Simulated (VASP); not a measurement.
# Sc2Al (P6_3/mmc) in VASP: further runs, part 2 of 2

VASP 6.6.1. Earlier steps stand in the parts before.

## (3) Single point, r2SCAN

POSCAR

```
Sc2Al
1.0
    4.8926114005      0.0000000000      0.0000000000
   -2.4463057002      4.2371257637      0.0000000000
    0.0000000000      0.0000000000      6.1614205700
Sc Al
4 2
Direct
    0.0000000000      0.0000000000      0.0000000000
    0.0000000000      0.0000000000      0.5000000000
    0.3333333333      0.6666666667      0.7500000000
    0.6666666667      0.3333333333      0.2500000000
    0.3333333333      0.6666666667      0.2500000000
    0.6666666667      0.3333333333      0.7500000000
```

INCAR.step1

```
ALGO = Normal
EDIFF = 1E-4
ENCUT = 520
GGA = PE
ISMEAR = 0
LASPH = True
LCHARG = False
LREAL = False
LWAVE = True
NBANDS = 34
NELM = 80
PREC = Accurate
SIGMA = 0.3
```

INCAR.step2

```
ALGO = Normal
EDIFF = 1E-6
ENCUT = 520
ISIF = 2
ISMEAR = 0
ISTART = 1
LASPH = True
LCHARG = False
LMIXTAU = True
LREAL = False
LWAVE = False
METAGGA = R2SCAN
NBANDS = 34
NELM = 80
PREC = Accurate
SIGMA = 0.3
```

KPOINTS

```
k-points
0
Gamma
  12 12 6
```

Potentials or basis: VASP PAW PBE potentials, release 64 (Sc_sv, Al).

Command:

```console
> cat potpaw_PBE.64/Sc_sv/POTCAR potpaw_PBE.64/Al/POTCAR > POTCAR
> cp INCAR.step1 INCAR
> mpirun -np 1 vasp_std > vasp.out
> cp INCAR.step2 INCAR
> mpirun -np 1 vasp_std > vasp.out
```

OUTCAR:

```text
EDIFF = 1E-6
   ENCUT = 520
   ISIF = 2
   ISMEAR = 0
   ISTART = 1
   LASPH = True
   LREAL = False
   METAGGA = R2SCAN
   NELM = 80
   PREC = Accurate

 ion  position               nearest neighbor table
   1  0.000  0.000  0.000-   2 3.08   2 3.08   4 3.22   5 3.22   6 3.22   3 3.22   3 3.22   5 3.22
                             4 3.22   6 3.22   4 3.22   6 3.22   3 3.22   5 3.22
   2  0.000  0.000  0.500-   1 3.08   1 3.08   4 3.22   5 3.22   6 3.22   3 3.22   3 3.22   5 3.22
                             4 3.22   6 3.22   4 3.22   6 3.22   3 3.22   5 3.22
   3  0.333  0.667  0.750-   6 2.82   6 2.82   6 2.82   5 3.08   5 3.08   1 3.22   2 3.22   2 3.22
                             1 3.22   2 3.22   1 3.22
   4  0.667  0.333  0.250-   5 2.82   5 2.82   5 2.82   6 3.08   6 3.08   1 3.22   2 3.22   1 3.22
                             2 3.22   1 3.22   2 3.22
   5  0.333  0.667  0.250-   4 2.82   4 2.82   4 2.82   3 3.08   3 3.08   1 3.22   2 3.22   2 3.22
                             1 3.22   2 3.22   1 3.22
   6  0.667  0.333  0.750-   3 2.82   3 2.82   3 2.82   4 3.08   4 3.08   1 3.22   2 3.22   1 3.22
                             2 3.22   1 3.22   2 3.22

  LATTYP: Found a hexagonal cell.
 ALAT       =     4.8926114005
 C/A-ratio  =     1.2593316872
[... 196 lines left out ...]
 Fermi energy:         4.9035985511

 k-point     1 :       0.0000    0.0000    0.0000
  band No.  band energies     occupation
      1     -46.7453      2.00000
      2     -46.6865      2.00000
      3     -46.6682      2.00000
      4     -46.6527      2.00000
      5     -24.5415      2.00000
      6     -24.5058      2.00000
[... 877 lines left out ...]
     33       7.0728      0.00000
     34       7.4910      0.00000

 [... further k-points ...]

------------------------ aborting loop because EDIFF is reached ----------------------------------------

  FORCE on cell =-STRESS in cart. coord.  units (eV):
  Direction    XX          YY          ZZ          XY          YZ          ZX
  --------------------------------------------------------------------------------------
  -------------------------------------------------------------------------------------
  Total        0.0109733      0.0109733      0.2988930      0.0000000      0.0000000     -0.0000000
  in kB        0.1376433      0.1376433      3.7491545      0.0000000      0.0000000     -0.0000000
  external PRESSURE =       1.3414803 kB  Pullay stress =       0.0000000 kB

 VOLUME and BASIS-vectors are now :
 -----------------------------------------------------------------------------
  energy-cutoff  :      520.00
  volume of cell :      127.73
      direct lattice vectors                 reciprocal lattice vectors
     4.892611400  0.000000000  0.000000000     0.204389827  0.118004522  0.000000000
    -2.446305700  4.237125764  0.000000000     0.000000000  0.236009044  0.000000000
     0.000000000  0.000000000  6.161420570     0.000000000  0.000000000  0.162300234

 POSITION                                       TOTAL-FORCE (eV/Angst)
 -----------------------------------------------------------------------------------
      0.00000      0.00000      0.00000        -0.000000     -0.000000      0.000000
      0.00000      0.00000      3.08071        -0.000000     -0.000000      0.000000
     -0.00000      2.82475      4.62107        -0.000000      0.000000      0.000000
      2.44631      1.41238      1.54036         0.000000     -0.000000     -0.000000
     -0.00000      2.82475      1.54036         0.000000     -0.000000     -0.000000
      2.44631      1.41238      4.62107        -0.000000     -0.000000     -0.000000
 -----------------------------------------------------------------------------------
    total drift:                               -0.000000      0.000000     -0.000000

  FREE ENERGIE OF THE ION-ELECTRON SYSTEM (eV)
  ---------------------------------------------------
  free  energy   TOTEN  =       -61.3975398259 eV

  energy  without entropy=      -61.1190315280  energy(sigma->0) =      -61.25828568
```

OUTCAR.step1:

```text
EDIFF = 1E-4
   ENCUT = 520
   GGA = PE
   ISMEAR = 0
[... 1133 lines left out ...]
     -0.00000      2.82475      4.62107        -0.000000     -0.000000      0.000000
      2.44631      1.41238      1.54036         0.000000     -0.000000     -0.000000
     -0.00000      2.82475      1.54036        -0.000000      0.000000      0.000000
      2.44631      1.41238      4.62107         0.000000     -0.000000      0.000000
 -----------------------------------------------------------------------------------
    total drift:                               -0.000000      0.000000     -0.000000

  FREE ENERGIE OF THE ION-ELECTRON SYSTEM (eV)
  ---------------------------------------------------
  free  energy   TOTEN  =       -34.7486369532 eV

  energy  without entropy=      -34.4438242892  energy(sigma->0) =      -34.59623062
```

It took 6.5 min on 1 thread of Intel Xeon 6975P-C (Granite Rapids), shared host; peak memory 0.42 GiB.

What came out:

```
Free energy            : -61.3975 eV
Pressure               : 0.1 GPa
Band gap on the k mesh : zero (bands 25 and 26 overlap by 0.74 eV)
```

Caveat: so wide a smearing shifts energies and pressures; the PAW data sets were made with another functional, which shifts forces and pressure a little.
